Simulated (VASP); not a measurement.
A run of VASP 6.6.1:

INCAR

```
SYSTEM = Ni
  PREC = Accurate
  ENCUT = 520
  EDIFF = 1E-6
  ISMEAR = -1
  SIGMA = 0.05
  LREAL = .FALSE.
  LASPH = .TRUE.
  NELM = 150
  ALGO = Normal
  ISIF = 2
  LWAVE = .FALSE.
  LCHARG = .TRUE.
  ISPIN = 2
  MAGMOM = 0 2
  LORBIT = 11
  LMAXMIX = 4
  GGA = PE
  LELF = .TRUE.
  LVHAR = .TRUE.
  NBANDS = 21
```

KPOINTS

```
Automatic mesh
0
G
  6 12 12
  0 0 0
```

POSCAR

```
Ni
1.0
    0.0000000000      3.5347000000      3.5347000000
    1.7673500000      0.0000000000      1.7673500000
    1.7673500000      1.7673500000      0.0000000000
Ni
2
Direct
    0.0000000000      0.0000000000      0.0000000000
    0.5000000000      0.0000000000      0.0000000000
```

Potentials or basis: VASP PAW PBE potentials, release 64 (Ni).

Launch:

```sh
$ cat potpaw_PBE.64/Ni/POTCAR > POTCAR
$ mpirun -np 1 vasp_std > vasp.out
```

Hardware: 1 thread of Intel(R) Xeon(R) 6975P-C (Granite Rapids), on a shared host.

Q: Estimate the wall time of this run.

A: Wall time 44 s on 1 thread of Intel(R) Xeon(R) 6975P-C (Granite Rapids), on a shared host, peak memory 0.19 GiB. Counts: scf iterations 17, k points 98.
